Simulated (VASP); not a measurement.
# SiC (F-43m) in VASP: a series of runs

The runs below take SiC through vibrations by perturbation theory, with PBE.

Program: VASP 6.6.1. These are calculated values, not measurements. Logs are shortened: lines on timing, memory, paths and dates and some standing lists are left out, and cuts for length are marked.

## Step 1: The cell of the first run

The structure is cubic, space group F-43m (No. 216). The conventional cell has a = 4.290 Å, b = 4.290 Å, c = 4.290 Å, α = 90.00°, β = 90.00°, γ = 90.00°. Si (site symmetry -43m) has 4 C at 1.86 Å within 2.5 Å. C (site symmetry -43m) has 4 Si at 1.86 Å within 2.5 Å.

## Step 2: Vibrations by perturbation theory, PBE

File INCAR:

```
PREC = Accurate ; ENCUT = 520
EDIFF = 1E-8 ; ISMEAR = 0
SIGMA = 0.01 ; LREAL = F
LASPH = T ; NELM = 100
ALGO = Normal ; ISIF = 2
LWAVE = F ; LCHARG = F
GGA = PE ; NBANDS = 11
IBRION = 8 ; NSW = 1
LEPSILON = T
```

File KPOINTS:

```
regular mesh
0
Gamma
  12 12 12
```

File POSCAR:

```
SiC
1.0
    0.0000000000      2.1447611017      2.1447611017
    2.1447611017      0.0000000000      2.1447611017
    2.1447611017      2.1447611017      0.0000000000
Si C
1 1
Direct
    0.0000000000      0.0000000000      0.0000000000
    0.7500000000      0.7500000000      0.7500000000
```

Potentials or basis: VASP PAW PBE potentials, release 64 (Si, C).

Run with:

```sh
$ cat potpaw_PBE.64/Si/POTCAR potpaw_PBE.64/C/POTCAR > POTCAR
$ mpirun -np 1 vasp_std > vasp.out
```

OUTCAR:

```text
PREC = Accurate
   ENCUT = 520
   EDIFF = 1E-8
   ISMEAR = 0
   LREAL = F
   LASPH = T
   NELM = 100
   ISIF = 2
   GGA = PE
   IBRION = 8
   NSW = 1
   LEPSILON = T

 ion  position               nearest neighbor table
   1  0.000  0.000  0.000-   2 1.86   2 1.86   2 1.86   2 1.86
   2  0.750  0.750  0.750-   1 1.86   1 1.86   1 1.86   1 1.86

  LATTYP: Found a face centered cubic cell.
 ALAT       =     4.2895222034

  Lattice vectors:

 A1 = (   0.0000000000,   2.1447611017,   2.1447611017)
 A2 = (   2.1447611017,   0.0000000000,   2.1447611017)
 A3 = (   2.1447611017,   2.1447611017,   0.0000000000)

Analysis of symmetry for initial positions (statically):
=====================================================================
 Subroutine PRICEL returns:
 Original cell was already a primitive cell.

 Routine SETGRP: Setting up the symmetry group for a
 face centered cubic supercell.

 Subroutine GETGRP returns: Found 24 space group operations
 (whereof 24 operations were pure point group operations)
 out of a pool of 48 trial point group operations.

The static configuration has the point symmetry T_d .

Analysis of symmetry for dynamics (positions and initial velocities):
=====================================================================
 Subroutine PRICEL returns:
 Original cell was already a primitive cell.

 Routine SETGRP: Setting up the symmetry group for a
 face centered cubic supercell.

 Subroutine GETGRP returns: Found 24 space group operations
 (whereof 24 operations were pure point group operations)
 out of a pool of 48 trial point group operations.

The dynamic configuration has the point symmetry T_d .

 Subroutine INISYM returns: Found 24 space group operations
 (whereof 24 operations are pure point group operations),
 and found     1 'primitive' translations

----------------------------------------------------------------------------------------

                                     Primitive cell

  volume of cell :      19.7318

  direct lattice vectors                    reciprocal lattice vectors
     0.000000000  2.144761102  2.144761102    -0.233126197  0.233126197  0.233126197
     2.144761102  0.000000000  2.144761102     0.233126197 -0.233126197  0.233126197
     2.144761102  2.144761102  0.000000000     0.233126197  0.233126197 -0.233126197

  length of vectors
     3.033150238  3.033150238  3.033150238     0.403786418  0.403786418  0.403786418

  position of ions in fractional coordinates (direct lattice)
     0.000000000  0.000000000  0.000000000
     0.750000000  0.750000000  0.750000000

  ion indices of the primitive-cell ions
   primitive index   ion index
                 1           1
                 2           2

----------------------------------------------------------------------------------------

 KPOINTS: regular mesh

Automatic generation of k-mesh.
 Grid dimensions read from file:
 generate k-points for:   12   12   12

 Generating k-lattice:

  Cartesian coordinates                     Fractional coordinates (reciprocal lattice)
    -0.019427183  0.019427183  0.019427183     0.083333333  0.000000000  0.000000000
     0.019427183 -0.019427183  0.019427183     0.000000000  0.083333333  0.000000000
     0.019427183  0.019427183 -0.019427183     0.000000000  0.000000000  0.083333333

  Length of vectors
     0.033648868  0.033648868  0.033648868

  Shift w.r.t. Gamma in fractional coordinates (k-lattice)
     0.000000000  0.000000000  0.000000000

 Subroutine IBZKPT returns following result:
 ===========================================

 Found     72 irreducible k-points:

 Following reciprocal coordinates:
            Coordinates               Weight
  0.000000  0.000000  0.000000      1.000000
  0.083333  0.000000  0.000000      8.000000
  0.166667  0.000000  0.000000      8.000000
[... 439 lines left out ...]
      direct lattice vectors                 reciprocal lattice vectors
     0.000000000  2.144761102  2.144761102    -0.233126197  0.233126197  0.233126197
     2.144761102  0.000000000  2.144761102     0.233126197 -0.233126197  0.233126197
     2.144761102  2.144761102  0.000000000     0.233126197  0.233126197 -0.233126197

 POSITION                                       TOTAL-FORCE (eV/Angst)
 -----------------------------------------------------------------------------------
      0.00000      0.00000      0.00000         0.000000      0.000000     -0.000000
      3.21714      3.21714      3.21714        -0.000000     -0.000000      0.000000
 -----------------------------------------------------------------------------------
    total drift:                               -0.000000     -0.000000     -0.000000

  FREE ENERGIE OF THE ION-ELECTRON SYSTEM (eV)
  ---------------------------------------------------
  free  energy   TOTEN  =       -15.0045720834 eV

  energy  without entropy=      -15.0045720834  energy(sigma->0) =      -15.00457208

 HEAD OF MICROSCOPIC STATIC DIELECTRIC TENSOR (INDEPENDENT PARTICLE, excluding Hartree and local field effects)
 ------------------------------------------------------
           7.091855    -0.000000     0.000000
           0.000000     7.091855     0.000000
          -0.000000     0.000000     7.091855
 ------------------------------------------------------

 Free energy of the ion-electron system (eV)
  ---------------------------------------------------
  ---------------------------------------------------
  free energy    TOTEN  =        -0.34330230 eV

  energy without entropy =       -0.34330230

------------------------ aborting loop because EDIFF is reached ----------------------------------------

--------------------------------------- Ionic step        2  -------------------------------------------

------------------------ aborting loop because EDIFF is reached ----------------------------------------

--------------------------------------- Ionic step        3  -------------------------------------------

------------------------ aborting loop because EDIFF is reached ----------------------------------------

 PIEZOELECTRIC TENSOR FIELD DIRECTION 3  (e Angst)
 -----------------------------------------------------------------------------
    -0.00071  1.24387  0.00000           ( -0.00000  0.05297  0.00000)
     1.24387 -0.00071  0.00000           (  0.05297 -0.00000  0.00000)
     0.00000  0.00000  0.00088           (  0.00000  0.00000 -0.00000)

 PIEZOELECTRIC TENSOR FIELD DIRECTION 3  (C/m^2)
 -----------------------------------------------------------------------------
    -0.00058  1.01000  0.00000
     1.01000 -0.00058  0.00000
     0.00000  0.00000  0.00071

--------------------------------------- Ionic step        4  -------------------------------------------

------------------------ aborting loop because EDIFF is reached ----------------------------------------

[... ionic steps 5 to 6 ...]

--------------------------------------- Ionic step        7  -------------------------------------------

 Free energy of the ion-electron system (eV)
  ---------------------------------------------------
  ---------------------------------------------------
  free energy    TOTEN  =        -0.12689054 eV

  energy without entropy =       -0.12689054

------------------------ aborting loop because EDIFF is reached ----------------------------------------

 INTERNAL STRAIN TENSOR  FOR ION    2  DIRECTION 1   (eV/Angst):
 -----------------------------------------------------------------------------
    -0.00252  0.00000  0.00000
     0.00000  0.00079 10.95623
     0.00000 10.95623  0.00079

 MACROSCOPIC STATIC DIELECTRIC TENSOR (including local field effects in DFT)
 ------------------------------------------------------
           6.856756     0.000000    -0.000000
           0.000000     6.856756     0.000000
          -0.000000     0.000000     6.856756
 ------------------------------------------------------

 PIEZOELECTRIC TENSOR (including local field effects)  for field in x, y, z        (e  Angst)
          XX          YY          ZZ          XY          YZ          ZX
  --------------------------------------------------------------------------------
  x    -0.00000     0.00000     0.00000    -0.00000     1.24221    -0.00000
  y    -0.00000    -0.00000     0.00000     0.00000    -0.00000     1.24221
  z    -0.00000    -0.00000    -0.00000     1.24221     0.00000    -0.00000

 PIEZOELECTRIC TENSOR (including local field effects)  for field in x, y, z        (C/m^2)
          XX          YY          ZZ          XY          YZ          ZX
  --------------------------------------------------------------------------------
  x    -0.00000     0.00000     0.00000    -0.00000     1.00865    -0.00000
  y    -0.00000    -0.00000     0.00000     0.00000    -0.00000     1.00865
  z    -0.00000    -0.00000    -0.00000     1.00865     0.00000    -0.00000

 BORN EFFECTIVE CHARGES (including local field effects) (in |e|, cummulative output)
 ---------------------------------------------------------------------------------
 ion    1
    1     2.72883     0.00000     0.00000
    2     0.00000     2.72883     0.00000
    3     0.00000     0.00000     2.72883
 ion    2
    1    -2.72883     0.00000     0.00000
    2     0.00000    -2.72883     0.00000
    3     0.00000     0.00000    -2.72883

 INTERNAL STRAIN TENSOR FOR ION    2 for displacements in x,y,z  (eV/Angst):
          X           Y           Z          XY          YZ          ZX
  --------------------------------------------------------------------------------
  x     0.00000     0.00000     0.00000     0.00000    10.95623     0.00000
  y     0.00000     0.00000     0.00000     0.00000     0.00000    10.95623
  z     0.00000     0.00000     0.00000    10.95623     0.00000     0.00000

 SECOND DERIVATIVES (NOT SYMMETRIZED)
 ------------------------------------
               1X          1Y          1Z          2X          2Y          2Z
  1X   -21.361049    0.000000    0.000000   21.361049    0.000000    0.000000
  1Y     0.000000  -21.361049    0.000000    0.000000   21.361049    0.000000
  1Z     0.000000    0.000000  -21.361049    0.000000    0.000000   21.361049
  2X    21.360753    0.000000    0.000000  -21.360753    0.000000    0.000000
  2Y     0.000000   21.360753    0.000000    0.000000  -21.360753    0.000000
  2Z     0.000000    0.000000   21.360753    0.000000    0.000000  -21.360753

 Eigenvectors and eigenvalues of the dynamical matrix
 ----------------------------------------------------

   1 f  =   24.910568 THz   156.517717 2PiTHz  830.927117 cm-1   103.021786 meV
             X         Y         Z           dx          dy          dz
      0.000000  0.000000  0.000000    -0.547320    0.000000    0.000000
      3.217142  3.217142  3.217142     0.836924    0.000000    0.000000
[... 21 lines left out ...]
   6 f/i=    0.000079 THz     0.000495 2PiTHz    0.002629 cm-1     0.000326 meV
             X         Y         Z           dx          dy          dz
      0.000000  0.000000  0.000000    -0.836924    0.000000    0.000000
      3.217142  3.217142  3.217142    -0.547320    0.000000    0.000000

--------------------------------------------------------------------------------------------------------

 MACROSCOPIC STATIC DIELECTRIC TENSOR IONIC CONTRIBUTION
 ------------------------------------------------------
           3.196931     0.000000    -0.000000
           0.000000     3.196931     0.000000
          -0.000000     0.000000     3.196931
 ------------------------------------------------------

 ELASTIC MODULI CONTR FROM IONIC RELAXATION (kBar)
 Direction    XX          YY          ZZ          XY          YZ          ZX
 --------------------------------------------------------------------------------
 XX          -0.0000     -0.0000     -0.0000     -0.0000     -0.0000     -0.0000
 YY          -0.0000     -0.0000     -0.0000     -0.0000     -0.0000     -0.0000
 ZZ          -0.0000     -0.0000     -0.0000      0.0000     -0.0000     -0.0000
 XY          -0.0000     -0.0000      0.0000   -426.7919      0.0000     -0.0000
 YZ          -0.0000     -0.0000     -0.0000      0.0000   -426.7919     -0.0000
 ZX          -0.0000     -0.0000     -0.0000     -0.0000     -0.0000   -426.7919
 --------------------------------------------------------------------------------

 PIEZOELECTRIC TENSOR IONIC CONTR  for field in x, y, z        (C/m^2)
          XX          YY          ZZ          XY          YZ          ZX
  --------------------------------------------------------------------------------
  x    -0.00000    -0.00000    -0.00000     0.00000    -1.09912    -0.00000
  y    -0.00000    -0.00000    -0.00000    -0.00000    -0.00000    -1.09912
  z    -0.00000    -0.00000     0.00000    -1.09912     0.00000    -0.00000
```

It took 3.4 min on 1 thread of Intel Xeon 6975P-C, shared host; peak memory 0.26 GiB.

What came out:

```yaml
Electronic_dielectric_tensor_diagonal: 6.86
Born_charges_mean_of_the_diagonal: Si +2.73; C -2.73 e
Highest_phonon_frequency_at_Γ_LO-TO_splitting_left_out: 831 cm⁻¹
```

Phonon frequencies in cm⁻¹ (negative: imaginary):
```csv
q point,frequencies
"(0.000, 0.000, 0.000)",0 0 0 831 831 831
```

Electronic dielectric tensor:
```
6.86 0.00 0.00
0.00 6.86 0.00
0.00 0.00 6.86
```

Born effective charge tensors (e):
atom 1, Si
```
2.73 0.00 0.00
0.00 2.73 0.00
0.00 0.00 2.73
```
atom 2, C
```
-2.73  0.00  0.00
 0.00 -2.73  0.00
 0.00  0.00 -2.73
```

Caveat: the cell wasn't relaxed at this level first, which shifts response properties.

## Step 3: Vibrations by perturbation theory, PBE

This run uses another cell than the first one, of 10.14 Å³/atom, 1.028 times its volume.

File INCAR:

```
PREC     = Accurate       # precision mode
ENCUT    = 520            # plane-wave cutoff, eV
EDIFF    = 1E-8           # SCF threshold, eV
ISMEAR   = 0              # smearing method
SIGMA    = 0.01           # smearing width, eV
LREAL    = F              # projectors in reciprocal space
LASPH    = T              # aspherical terms in the spheres
NELM     = 60             # most SCF steps
ALGO     = Normal         # electronic algorithm
ISIF     = 2              # what is computed and relaxed
LWAVE    = F              # write WAVECAR
LCHARG   = F              # write CHGCAR
GGA      = PE             # functional
IBRION   = 8              # ionic algorithm
NSW      = 1              # ionic steps
LEPSILON = T              # dielectric tensor by DFPT
```

KPOINTS is that of step 2.

File POSCAR:

```
SiC
1.0
    0.0000000000      2.1643841627      2.1643841627
    2.1643841627      0.0000000000      2.1643841627
    2.1643841627      2.1643841627      0.0000000000
Si C
1 1
Direct
    0.0000000000      0.0000000000      0.0000000000
    0.7500000000      0.7500000000      0.7500000000
```

Potentials or basis: VASP PAW PBE potentials, release 64 (Si, C).

Run with:

```sh
$ cat potpaw_PBE.64/Si/POTCAR potpaw_PBE.64/C/POTCAR > POTCAR
$ mpirun -np 1 vasp_std > vasp.out
```

OUTCAR:

```text
PREC = Accurate
   ENCUT = 520
   EDIFF = 1E-8
   ISMEAR = 0
   LREAL = F
   LASPH = T
   NELM = 60
   ISIF = 2
   GGA = PE
   IBRION = 8
   NSW = 1
   LEPSILON = T

 ion  position               nearest neighbor table
   1  0.000  0.000  0.000-   2 1.87   2 1.87   2 1.87   2 1.87
   2  0.750  0.750  0.750-   1 1.87   1 1.87   1 1.87   1 1.87

  LATTYP: Found a face centered cubic cell.
 ALAT       =     4.3287683254

  Lattice vectors:

 A1 = (   0.0000000000,   2.1643841627,   2.1643841627)
 A2 = (   2.1643841627,   0.0000000000,   2.1643841627)
 A3 = (   2.1643841627,   2.1643841627,   0.0000000000)

Analysis of symmetry for initial positions (statically):
=====================================================================
 Subroutine PRICEL returns:
 Original cell was already a primitive cell.

[... 562 lines left out ...]
  z     0.00000     0.00000    -0.00000     9.38869     0.00000     0.00000

 SECOND DERIVATIVES (NOT SYMMETRIZED)
 ------------------------------------
               1X          1Y          1Z          2X          2Y          2Z
  1X   -20.092229    0.000000    0.000000   20.092229    0.000000    0.000000
  1Y     0.000000  -20.092229    0.000000    0.000000   20.092229    0.000000
  1Z     0.000000    0.000000  -20.092229    0.000000    0.000000   20.092229
  2X    20.089418    0.000000    0.000000  -20.089418    0.000000    0.000000
  2Y     0.000000   20.089418    0.000000    0.000000  -20.089418    0.000000
  2Z     0.000000    0.000000   20.089418    0.000000    0.000000  -20.089418

 Eigenvectors and eigenvalues of the dynamical matrix
 ----------------------------------------------------

   1 f  =   24.158348 THz   151.791376 2PiTHz  805.835744 cm-1    99.910854 meV
             X         Y         Z           dx          dy          dz
      0.000000  0.000000  0.000000    -0.547344    0.000000    0.000000
      3.246576  3.246576  3.246576     0.836908    0.000000    0.000000
[... 21 lines left out ...]
   6 f/i=    0.000774 THz     0.004864 2PiTHz    0.025821 cm-1     0.003201 meV
             X         Y         Z           dx          dy          dz
      0.000000  0.000000  0.000000     0.000000    0.000000    0.836908
      3.246576  3.246576  3.246576     0.000000    0.000000    0.547344

--------------------------------------------------------------------------------------------------------

 MACROSCOPIC STATIC DIELECTRIC TENSOR IONIC CONTRIBUTION
 ------------------------------------------------------
           3.261034     0.000000     0.000000
           0.000000     3.261034     0.000000
           0.000000     0.000000     3.261034
 ------------------------------------------------------

 ELASTIC MODULI CONTR FROM IONIC RELAXATION (kBar)
 Direction    XX          YY          ZZ          XY          YZ          ZX
 --------------------------------------------------------------------------------
 XX          -0.0000     -0.0000      0.0000     -0.0000      0.0000     -0.0000
 YY          -0.0000     -0.0000     -0.0000     -0.0000     -0.0000     -0.0000
 ZZ           0.0000     -0.0000     -0.0000      0.0000     -0.0000     -0.0000
 XY          -0.0000     -0.0000      0.0000   -321.3545     -0.0000     -0.0000
 YZ           0.0000     -0.0000     -0.0000     -0.0000   -321.3545     -0.0000
 ZX          -0.0000     -0.0000     -0.0000     -0.0000     -0.0000   -321.3545
 --------------------------------------------------------------------------------

 PIEZOELECTRIC TENSOR IONIC CONTR  for field in x, y, z        (C/m^2)
          XX          YY          ZZ          XY          YZ          ZX
  --------------------------------------------------------------------------------
  x     0.00000    -0.00000    -0.00000    -0.00000    -0.96326    -0.00000
  y    -0.00000    -0.00000    -0.00000    -0.00000    -0.00000    -0.96326
  z    -0.00000    -0.00000     0.00000    -0.96326    -0.00000    -0.00000
```

stdout:

```text
POSCAR found type information on POSCAR SiC
 POSCAR found :  2 types and       2 ions
 scaLAPACK will be used
 LDA part: xc-table for (Slater+PW92), standard interpolation
 POSCAR, INCAR and KPOINTS ok, starting setup
 FFT: planning ... GRIDC
 FFT: planning ... GRID_SOFT
 FFT: planning ... GRID
 WAVECAR not read
 entering main loop
[... 23 lines left out ...]
  Direction:   3
 dielectric tensor                  component  3 :     0.915     1.484     6.920
 Linear response DOF=           2
 Linear response progress:
 first order change of Fermi-energy  -0.23440E-01
 force on displaced ion       1 direction 1 : -20.092   0.000   0.000
 Born effective charge ion    1 direction 1 :   2.708   0.000   0.000
 Linear response progress:
 first order change of Fermi-energy   0.20482E-01
 force on displaced ion       2 direction 1 : -20.089   0.000   0.000
 Born effective charge ion    2 direction 1 :  -2.710   0.000   0.000
 Born effective charges drift removed
 Linear response finished
```

Wall time 2.6 min (1 thread of Intel Xeon 6975P-C, shared host); peak memory 0.24 GiB.

What came out:

| Quantity | Value |
| --- | --- |
| Electronic dielectric tensor (diagonal) | 6.92 |
| Born charges (mean of the diagonal) | Si +2.71; C -2.71 e |
| Highest phonon frequency at Γ, LO-TO splitting left out | 806 cm⁻¹ |

Phonon frequencies in cm⁻¹ (negative: imaginary):
```
              q point        frequencies
(0.000, 0.000, 0.000)  0 0 0 806 806 806
```

Electronic dielectric tensor:
```
6.92 0.00 0.00
0.00 6.92 0.00
0.00 0.00 6.92
```

Born effective charge tensors (e):
atom 1, Si
```
2.71 0.00 0.00
0.00 2.71 0.00
0.00 0.00 2.71
```
atom 2, C
```
-2.71  0.00  0.00
 0.00 -2.71  0.00
 0.00  0.00 -2.71
```

Caveat: the cell wasn't relaxed at this level first, which shifts response properties.

(Part 1 of 2 ends here.)
